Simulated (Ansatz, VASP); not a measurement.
Two plane-wave programs on ZnO

```
CELL_PARAMETERS angstrom
3.49402 0.00000 0.00000
-1.74701 3.02591 0.00000
0.00000 0.00000 4.79450
ATOMIC_POSITIONS crystal
Zn 0.33333 0.66667 0.00124
Zn 0.66667 0.33333 0.50124
O 0.33333 0.66667 0.38086
O 0.66667 0.33333 0.88086
```

Change from the starting cell: strain +0.080 along x and y, -0.080 along z, atoms carried along.

Alike in both runs: task single point; functional r2SCAN; k mesh 12 × 12 × 6; occupations gaussian, width 0.05 eV; no spin polarisation.

```csv
,VASP,Ansatz
version,VASP 6.6.1,Ansatz 0.2.0
potentials or method,"VASP PAW PBE potentials, release 64 (Zn, O), cutoff 520 eV","scalar-relativistic, plane waves, PAW"
valence electrons in the cell,36,36
```

|  | VASP | Ansatz | Ansatz less VASP |
| --- | --- | --- | --- |
| gap on the k mesh at the Fermi level (eV) | 1.11 | 1.12 | +0.017 |
| least direct gap on the mesh (eV) | 1.11 | 1.12 | +0.017 |
| pressure (GPa) | -3.0 | -4.0 | -1.04 |
| traceless stress, the component that is largest in VASP (GPa) | 24.10 | 22.93 | -1.170 |
| rms of the force components (eV/Å) | 1.171 | 1.088 | -0.0834 |

VASP's potentials were made for PBE, not for r2SCAN. Atom by atom the forces differ by 0.083 eV/Å (rms over components). With one functional, cell and mesh, what is left measures potentials, basis and numerics.
